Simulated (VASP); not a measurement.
Here is a VASP 6.6.1 calculation.

INCAR

```
PREC = Accurate ; ENCUT = 600
EDIFF = 1E-6 ; ISMEAR = 0
SIGMA = 0.1 ; LREAL = F
LASPH = T ; NELM = 200
ALGO = Normal ; ISIF = 2
LWAVE = F ; LCHARG = F
GGA = PE ; NBANDS = 14
GGA_COMPAT = F ; LMAXMIX = 6
```

The input KPOINTS:

```
Automatic mesh
0
Gamma
  12 12 10
```

POSCAR

```
PrMgH
1.0
    3.5600699261      0.0000000000      0.0000000000
    0.0000000000      3.5600699261      0.0000000000
    0.0000000000      0.0000000000      4.4425541911
Pr Mg H
1 1 1
Direct
    0.0000000000      0.0000000000      0.0000000000
    0.5000000000      0.5000000000      0.5000000000
    0.5000000000      0.5000000000      0.0000000000
```

Potentials or basis: VASP PAW PBE potentials, release 64 (Pr_3, Mg, H), 4f in core.

The run is started by

```sh
$ cat potpaw_PBE.64/Pr_3/POTCAR potpaw_PBE.64/Mg/POTCAR potpaw_PBE.64/H/POTCAR > POTCAR
$ mpirun -np 1 vasp_std > vasp.out
```

Problem. Estimate the pressure.

Solution. 1.8 GPa.

Problem. Estimate the band gap on the k mesh.

Solution. Zero (bands 7 and 8 overlap by 1.09 eV).

Caveat: spin-orbit coupling is left out, which moves the levels of the heavy elements; the 4f electrons are frozen in the core, so they carry no moment and show no levels. Spin polarisation is off, so any magnetic state and its effect on volume and gap are missing.
